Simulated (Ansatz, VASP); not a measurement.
# Two plane-wave programs on SnTe

```
CELL_PARAMETERS angstrom
0.00000 3.31690 3.31690
3.31690 0.00000 3.31690
3.31690 3.31690 0.00000
ATOMIC_POSITIONS crystal
Sn 0.00000 0.00000 0.00000
Te 0.50000 0.50000 0.50000
```

Change from the starting cell: hydrostatic strain +4.0%.

Alike in both runs: task single point; functional r2SCAN; k mesh 8 × 8 × 8; no spin polarisation.

```csv
,VASP,Ansatz
version,VASP 6.6.1,Ansatz 0.2.0
potentials or method,"VASP PAW PBE potentials, release 64 (Sn_d, Te)","plane waves, PAW"
plane-wave cutoff (eV),520,500
occupations,"gaussian, width 0.01 eV",fixed
valence electrons in the cell,20,30
```

```tsv
	VASP	Ansatz	Ansatz less VASP
gap on the k mesh at the Fermi level (eV)	0.46	0.46	+0.002
pressure (GPa)	-4.1	-4.1	+0.01
```

VASP's potentials were made for PBE, not for r2SCAN. VASP's potentials hold 20 valence electrons a cell and Ansatz's 30, so a difference there can come from the potentials and not from the codes.

Spin-orbit coupling is off throughout.
